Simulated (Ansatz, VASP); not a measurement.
One calculation of InSe8, two programs

```
CELL_PARAMETERS angstrom
7.27140 0.00000 0.00000
-3.63570 6.29722 0.00000
0.00000 0.00000 4.63963
ATOMIC_POSITIONS crystal
In 0.00000 0.00000 0.50000
Se 0.35864 0.17932 0.14871
Se 0.33333 0.66667 0.42298
Se 0.82068 0.17932 0.14871
Se 0.82068 0.64136 0.14871
Se 0.17932 0.35864 0.85129
Se 0.17932 0.82068 0.85129
Se 0.66667 0.33333 0.57702
Se 0.64136 0.82068 0.85129
```

Alike in both runs: functional PBE; dispersion D3(BJ); k mesh 3 × 3 × 4; occupations gaussian, width 0.1 eV; no spin polarisation.

Ansatz relaxed the structure, and its values are those at the end. VASP's run is a single point on that final structure, the one shown.

|  | VASP | Ansatz |
| --- | --- | --- |
| version | VASP 6.6.1 | Ansatz 0.2.0 |
| potentials or method | VASP PAW PBE potentials, release 64 (In_d, Se), cutoff 520 eV | scalar-relativistic, plane waves, PAW |
| valence electrons in the cell | 61 | 141 |

```csv
,VASP,Ansatz,Ansatz less VASP
gap on the k mesh at the Fermi level (eV),none,none,-
pressure (GPa),0.0,0.0,-0.04
rms of the force components (eV/Å),0.003,0.001,-0.0026
```

A gap of «none» marks a metal or a gap that the smearing closes. VASP's potentials hold 61 valence electrons a cell and Ansatz's 141, so a difference there can come from the potentials and not from the codes.
